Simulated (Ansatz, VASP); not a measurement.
## Two plane-wave programs on Mg2Si3N3

```
Mg Si N
1.0
     6.45136    0.00000    0.00000
    -3.22568    5.58705    0.00000
     0.00000    0.00000    2.73409
Mg Si N
2 3 3
Direct
  0.66667 0.33333 0.00000
  0.33333 0.66667 0.00000
  0.00000 0.20339 0.00000
  0.79661 0.79661 0.00000
  0.20339 0.00000 0.00000
  0.00000 0.39075 0.50000
  0.60925 0.60925 0.50000
  0.39075 0.00000 0.50000
```

Alike in both runs: functional PBE; k mesh 3 × 3 × 6; occupations gaussian, width 0.1 eV; no spin polarisation.

Ansatz relaxed the structure, and its values are those at the end. VASP's run is a single point on that final structure, the one shown.

|  | VASP | Ansatz |
| --- | --- | --- |
| version | VASP 6.6.1 | Ansatz 0.2.0 |
| potentials or method | VASP PAW PBE potentials, release 64 (Mg, Si, N), cutoff 600 eV | scalar-relativistic, plane waves, PAW |
| valence electrons in the cell | 31 | 47 |

|  | VASP | Ansatz | Ansatz less VASP |
| --- | --- | --- | --- |
| gap on the k mesh at the Fermi level (eV) | none | none | - |
| pressure (GPa) | -0.4 | 0.0 | +0.36 |
| rms of the force components (eV/Å) | 0.006 | 0.007 | +0.0015 |

A gap of «none» marks a metal or a gap that the smearing closes. VASP's potentials hold 31 valence electrons a cell and Ansatz's 47, so a difference there can come from the potentials and not from the codes.

The k mesh is coarse, so the values compare programs but aren't converged.
